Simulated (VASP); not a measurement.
A run of VASP 6.6.1:

The input INCAR:

```
SYSTEM = GaN
ALGO     = Normal         ! electronic algorithm
EDIFF    = 1E-6           ! SCF threshold, eV
ENCUT    = 520            ! plane-wave cutoff, eV
GGA      = PE             ! functional
ISIF     = 2              ! what is computed and relaxed
ISMEAR   = 0              ! smearing method
LASPH    = .TRUE.         ! aspherical terms in the spheres
LCHARG   = .TRUE.         ! write CHGCAR
LELF     = .TRUE.         ! ELF
LREAL    = .FALSE.        ! projectors in reciprocal space
LVHAR    = .TRUE.       
LWAVE    = .FALSE.        ! write WAVECAR
NBANDS   = 16             ! bands
NELM     = 100            ! most SCF steps
PREC     = Accurate       ! precision mode
SIGMA    = 0.05           ! smearing width, eV
```

File KPOINTS:

```
k-points
0
G
  14 14 14
  0 0 0
```

The input POSCAR:

```
GaN
1.0
    0.0000000000      2.1352350000      2.1992920500
    2.1352350000      0.0000000000      2.1992920500
    2.1352350000      2.1352350000      0.0000000000
Ga N
1 1
Direct
    0.0000000000      0.0000000000      0.0000000000
    0.5000000000      0.5000000000      0.5000000000
```

Potentials or basis: VASP PAW PBE potentials, release 64 (Ga_d, N).

The run is started by

```bash
$ cat potpaw_PBE.64/Ga_d/POTCAR potpaw_PBE.64/N/POTCAR > POTCAR
$ mpirun -np 1 vasp_std > vasp.out
```

Hardware: 1 thread of Intel(R) Xeon(R) Platinum 8488C (Sapphire Rapids), with other jobs on the host.

Task: How long does it take, and how much memory?

Result: Run time: 47 s on 1 thread of Intel(R) Xeon(R) Platinum 8488C (Sapphire Rapids), with other jobs on the host, peak memory 0.2 GiB. Counts: scf iterations 13, k points 244.
